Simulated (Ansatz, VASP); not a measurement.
One calculation of Be2Te, two programs

```xyz
3
Lattice="1.4957 0.8635 5.7911 -1.4957 0.8635 5.7911 0.0000 -1.7271 5.7911" Properties=species:S:1:pos:R:3 pbc="T T T"
Be    0.0000    0.0000   13.0023
Be    0.0000    0.0000   10.1617
Te    0.0000    0.0000    0.0000
```

Alike in both runs: task single point; functional PBE; k mesh 6 × 6 × 6; occupations gaussian, width 0.1 eV; no spin polarisation.

|  | VASP | Ansatz |
| --- | --- | --- |
| version | VASP 6.6.1 | Ansatz 0.2.0 |
| potentials or method | VASP PAW PBE potentials, release 64 (Be, Te), cutoff 600 eV | scalar-relativistic, plane waves, PAW |
| valence electrons in the cell | 10 | 20 |

Ansatz gave:

```
gap on the k mesh at the Fermi level (eV) : none
rms of the force components (eV/Å)        : 1.958
```

Problem. What did VASP give for the same quantities?

Solution. gap on the k mesh at the Fermi level (eV): none; rms of the force components (eV/Å): 2.000.

Atom by atom the forces differ by 0.042 eV/Å (rms over components). A gap of «none» marks a metal or a gap that the smearing closes. VASP's potentials hold 10 valence electrons a cell and Ansatz's 20, so a difference there can come from the potentials and not from the codes.

The k mesh is coarse, so the values compare programs but aren't converged. Spin-orbit coupling is off throughout.
